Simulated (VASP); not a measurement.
Here is a VASP 6.6.1 calculation.

Contents of INCAR:

```
  PREC = Accurate
  ENCUT = 520
  EDIFF = 1E-6
  ISMEAR = 0
  SIGMA = 0.1
  LREAL = False
  LASPH = True
  NELM = 60
  ALGO = Normal
  ISIF = 2
  LWAVE = False
  LCHARG = True
  GGA = PE
  LELF = True
  LVHAR = True
  NBANDS = 30
```

KPOINTS

```
regular mesh
0
Gamma
  10 10 10
```

File POSCAR:

```
Sc3Cr
1.0
    0.0000000000      3.4122070389      3.4122070389
    3.4122070389      0.0000000000      3.4122070389
    3.4122070389      3.4122070389      0.0000000000
Sc Cr
3 1
Direct
    0.2500000000      0.2500000000      0.2500000000
    0.7500000000      0.7500000000      0.7500000000
    0.5000000000      0.5000000000      0.5000000000
    0.0000000000      0.0000000000      0.0000000000
```

Potentials or basis: VASP PAW PBE potentials, release 64 (Sc_sv, Cr_pv).

Launch:

```console
$ cat potpaw_PBE.64/Sc_sv/POTCAR potpaw_PBE.64/Cr_pv/POTCAR > POTCAR
$ mpirun -np 1 vasp_std > vasp.out
```

Task: What does it give for the pressure?

Result: 0.0 GPa.

Task: What does it give for the band gap on the k mesh?

Result: Zero (an odd number of electrons rules out a gap without spin polarisation).

Caveat: the run has no spin polarisation, though such a crystal can be magnetic. Spin polarisation is off, so any magnetic state and its effect on volume and gap are missing.
